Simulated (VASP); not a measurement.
Wanted: the native input for a VASP 6.6.1 run.

```
Task                   : single point
Functional             : LDA
Potentials or basis    : VASP PAW LDA potentials, release 64 (Na_pv)
Cutoff                 : 520 eV
k mesh                 : 11 × 11 × 11
Occupations            : fermi-dirac, width 0.1 eV
Spin                   : no spin polarisation
Dipole correction      : no
Further INCAR settings : ALGO = Normal; EDIFF = 1e-07; NBANDS = 10
```

The structure of Na lies in POSCAR:

```
Na
1.0
   -2.0287155323      2.0287155323      2.0287155323
    2.0287155323     -2.0287155323      2.0287155323
    2.0287155323      2.0287155323     -2.0287155323
Na
1
Direct
    0.0000000000      0.0000000000      0.0000000000
```

These files were run (other wordings do the same):

INCAR

```
ALGO = Normal
EDIFF = 1E-7
ENCUT = 520
GGA = CA
ISIF = 2
ISMEAR = -1
LASPH = True
LCHARG = True
LELF = True
LREAL = False
LVHAR = True
LWAVE = False
NBANDS = 10
NELM = 60
PREC = Accurate
SIGMA = 0.1
```

KPOINTS

```
k-points
0
Gamma
  11 11 11
```

Potentials or basis: VASP PAW LDA potentials, release 64 (Na_pv).

The run is started by

```console
$ cat potpaw_LDA.64/Na_pv/POTCAR > POTCAR
$ mpirun -np 1 vasp_std > vasp.out
```

Results of the run:

* Pressure: 0.0 GPa

Run time: 18 s on 1 thread of Intel(R) Xeon(R) Platinum 8259CL CPU @ 2.50GHz (Skylake/Cascade Lake) (shared host), peak memory 0.13 GiB.
